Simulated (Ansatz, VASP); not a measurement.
**Two plane-wave programs on Mg5CdSe6**

The input INCAR:

```
  ALGO = Normal
  EDIFF = 1E-6
  ENCUT = 520
  GGA = PE
  ISIF = 2
  ISMEAR = 0
  LASPH = True
  LCHARG = False
  LREAL = False
  LWAVE = False
  NBANDS = 41
  NELM = 100
  PREC = Accurate
  SIGMA = 0.1
```

File KPOINTS:

```
k-points
0
Gamma
  6 6 1
```

Contents of POSCAR:

```
Mg5CdSe6
1.0
    4.0340707300      0.0000000000      0.0000000000
   -2.0170353600      3.4936077300      0.0000000000
    0.0000000000      0.0000000000     19.7628297400
Mg Cd Se
5 1 6
Direct
    0.0000000000      0.0000000000      0.0000000000
    0.6666666700      0.3333333300      0.1666666700
    0.3333333300      0.6666666700      0.3333333300
    0.0000000000      0.0000000000      0.5000000000
    0.3333333300      0.6666666700      0.8333333300
    0.6666666700      0.3333333300      0.6666666700
    0.0000000000      0.0000000000      0.1250000000
    0.6666666700      0.3333333300      0.2916666700
    0.3333333300      0.6666666700      0.4583333300
    0.0000000000      0.0000000000      0.6250000000
    0.6666666700      0.3333333300      0.7916666700
    0.3333333300      0.6666666700      0.9583333300
```

Input for Ansatz:

```yaml
crystal:
  lattice:
    - [4.03407073, 0.0, 0.0]
    - [-2.01703536, 3.49360773, 0.0]
    - [0.0, 0.0, 19.76282974]
  atoms:
    - { symbol: Mg, position: [0.0, 0.0, 0.0] }
    - { symbol: Mg, position: [0.66666667, 0.33333333, 0.16666667] }
    - { symbol: Mg, position: [0.33333333, 0.66666667, 0.33333333] }
    - { symbol: Mg, position: [0.0, 0.0, 0.5] }
    - { symbol: Mg, position: [0.33333333, 0.66666667, 0.83333333] }
    - { symbol: Cd, position: [0.66666667, 0.33333333, 0.66666667] }
    - { symbol: Se, position: [0.0, 0.0, 0.125] }
    - { symbol: Se, position: [0.66666667, 0.33333333, 0.29166667] }
    - { symbol: Se, position: [0.33333333, 0.66666667, 0.45833333] }
    - { symbol: Se, position: [0.0, 0.0, 0.625] }
    - { symbol: Se, position: [0.66666667, 0.33333333, 0.79166667] }
    - { symbol: Se, position: [0.33333333, 0.66666667, 0.95833333] }
basis:
  ecutwfc: 420
kpoints:
  mp_grid: { grid: [6, 6, 1] }
hamiltonian:
  xc: pbe
scf:
  occupations: { method: gaussian, width: 0.1 }
  lower_state_search: "off"
output:
  forces: true
  stress: true
  eigenvalues: true
```

Alike in both runs: task single point; functional PBE; k mesh 6 × 6 × 1; occupations gaussian, width 0.1 eV; no spin polarisation.

|  | VASP | Ansatz |
| --- | --- | --- |
| version | VASP 6.6.1 | Ansatz 0.2.0 |
| potentials or method | VASP PAW PBE potentials, release 64 (Mg, Cd, Se), cutoff 520 eV | scalar-relativistic, plane waves, PAW |
| valence electrons in the cell | 58 | 166 |

```tsv
	VASP	Ansatz	Ansatz less VASP
gap on the k mesh at the Fermi level (eV)	2.21	2.21	-0.003
least direct gap on the mesh (eV)	2.21	2.21	-0.003
pressure (GPa)	11.0	10.8	-0.12
traceless stress, the component that is largest in VASP (GPa)	-0.06	-0.06	0.000
rms of the force components (eV/Å)	0.234	0.219	-0.0148
```

Atom by atom the forces differ by 0.015 eV/Å (rms over components). The functional is the same, so the differences come from potentials, cutoffs and numerics. VASP's potentials hold 58 valence electrons a cell and Ansatz's 166, so a difference there can come from the potentials and not from the codes.
